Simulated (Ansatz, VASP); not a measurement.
**GdO: VASP beside Ansatz**

```
Gd O
1.0
     0.00000    2.70000    2.70000
     2.70000    0.00000    2.70000
     2.70000    2.70000    0.00000
Gd O
1 1
Cartesian
  0.0000 0.0000 0.0000
  4.0500 4.0500 4.0500
```

Alike in both runs: functional PBE-based screened hybrid with a share of 0.25 of exact exchange and HFSCREEN = 0.3; k mesh 5 × 5 × 5; occupations fermi-dirac, width 0.05 eV; collinear spin.

|  | VASP | Ansatz |
| --- | --- | --- |
| version | VASP 6.6.1 | Ansatz 0.2.0 |
| potentials or method | VASP PAW PBE potentials, release 64 (Gd, O) | Ansatz PAW |
| plane-wave cutoff (eV) | 520 | 420 |
| valence electrons in the cell | 24 | 24 |
| task | single point | band structure |

Ansatz gave:

* gap on the k mesh at the Fermi level (eV): none
* pressure (GPa): -2.2
* net moment per atom (μB): 3.99
* size of the moment on the site where the two differ most (μB): 7.03

Problem. Which values does VASP return?

Solution. gap on the k mesh at the Fermi level (eV): none; pressure (GPa): -2.1; net moment per atom (μB): 3.99; size of the moment on the site where the two differ most (μB): 7.07.

VASP's potentials were made for PBE, not for PBE-based screened hybrid. Site moments also hang on the region over which each program counts them. A gap of «none» marks a metal or a gap that the smearing closes. With one functional, cell and mesh, what is left measures potentials, basis and numerics.

The k mesh is coarse, so the values compare programs but aren't converged. Spin-orbit coupling is off throughout. Noted on Ansatz's run: the magnetic or orbital state may not be the lowest.
